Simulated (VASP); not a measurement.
Te2Mo:

```
Mo Te
1.0
     2.21422    1.27838    6.63189
    -2.21422    1.27838    6.63189
     0.00000   -2.55676    6.63189
Mo Te
1 2
Direct
  0.00000 0.00000 0.00000
  0.24289 0.24289 0.24289
  0.75711 0.75711 0.75711
```

| Property | Result |
| --- | --- |
| Program | VASP 6.6.1 |
| Task | relaxation of cell and atoms |
| Functional | PBE |
| Dispersion | D3(BJ) |
| Potentials or basis | VASP PAW PBE potentials, release 64 (Mo_sv, Te) |
| Cutoff | 600 eV |
| k mesh | 6 × 6 × 6 |
| Occupations | fermi-dirac, width 0.02 eV |
| Spin | no spin polarisation |

At the start: pressure -14.9 GPa; volume 37.54 Å³/atom.

Q: Where does the relaxation end?

A: Over 17 steps the energy falls by 1100.2 meV/atom and the volume is 23.49 Å³/atom (-37.4 %); space group R-3m (No. 166, to 0.1 Å) before and after.

The path:
```
step  energy change (eV)  largest force (eV/Å)  pressure (GPa)  volume (Å³)
   1              0.0000                1.9885          -14.94       112.63
   2             -1.7268                3.9029           25.35        64.53
   3             -2.7339                1.2069           10.12        77.60
   4             -2.3119                0.6644           -9.61        87.48
   5             -2.6213                0.0240           -5.89        82.08
   6             -2.6928                0.2403           -4.21        80.22
   7             -2.7303                0.4476           -2.80        78.90
   8             -2.7430                0.5956           -1.26        78.25
   9             -2.9877                0.5234           -1.71        75.49
  10             -2.9838                0.5933            3.22        66.36
  11             -3.2859                0.0396           -1.17        71.85
  12             -3.2988                0.1369           -0.70        70.75
  13             -3.2991                0.1004           -0.81        70.98
  14             -3.2941                0.2427            1.80        69.47
  15             -3.3005                0.0064            0.00        70.49
  16             -3.3005                0.0042           -0.02        70.50
  17             -3.3005                0.0013           -0.02        70.48
```

Final structure:
```
CELL_PARAMETERS angstrom
1.72150 0.99391 6.86502
-1.72150 0.99391 6.86502
0.00000 -1.98781 6.86502
ATOMIC_POSITIONS crystal
Mo 0.00000 0.00000 0.00000
Te 0.24242 0.24242 0.24242
Te 0.75758 0.75758 0.75758
```

Caveat: the volume moved by over 15 % at a fixed basis, so the end points are rough.
